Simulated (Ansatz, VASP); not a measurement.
H6C2O: VASP beside Ansatz

```
C O H
1.0
     7.52907    0.00000    0.00000
     0.00000    7.52907    0.00000
     0.00000    0.00000    7.52907
C O H
8 4 24
Direct
  0.11798 0.13849 0.26255
  0.21754 0.20238 0.10028
  0.71920 0.60885 0.74934
  0.52880 0.54715 0.73302
  0.26589 0.70173 0.05492
  0.37884 0.62462 0.20196
  0.85487 0.96125 0.92732
  0.74473 0.12915 0.92608
  0.09304 0.29470 0.99124
  0.52690 0.36149 0.77100
  0.54046 0.56521 0.12280
  0.71929 0.18049 0.10672
  0.15592 0.33626 0.88654
  0.32730 0.29010 0.13994
  0.27538 0.08891 0.02888
  0.20668 0.06623 0.35199
  0.06160 0.25147 0.33386
  0.00974 0.05051 0.22293
  0.40494 0.32067 0.76081
  0.44400 0.62044 0.82658
  0.47881 0.57339 0.59837
  0.72959 0.75101 0.72162
  0.76820 0.58368 0.88348
  0.80298 0.53669 0.65553
  0.61393 0.51541 0.21642
  0.40477 0.72594 0.30384
  0.30865 0.51409 0.26657
  0.13934 0.74992 0.10736
  0.33537 0.81219 0.99168
  0.23937 0.60059 0.95446
  0.64857 0.28839 0.10719
  0.81361 0.23391 0.85125
  0.61672 0.10482 0.86020
  0.87915 0.91483 0.79189
  0.98237 0.98600 0.99180
  0.78572 0.85706 0.00075
```

Alike in both runs: task relaxation of the atoms; functional PBE; dispersion D3(BJ); k mesh 1 × 1 × 1; occupations fermi-dirac, width 0.05 eV; no spin polarisation.

|  | VASP | Ansatz |
| --- | --- | --- |
| version | VASP 6.6.1 | Ansatz 0.2.0 |
| potentials or method | VASP PAW PBE potentials, release 64 (C, O, H), cutoff 520 eV | scalar-relativistic, plane waves, PAW |
| valence electrons in the cell | 80 | 80 |

```tsv
	VASP	Ansatz	Ansatz less VASP
gap on the k mesh at the Fermi level, each at its own relaxed structure (eV)	3.81	4.42	+0.611
```

One of these differences is far larger than is usual between the two programs; its cause wasn't traced. Ansatz's warnings: xc potential rough in thin density.
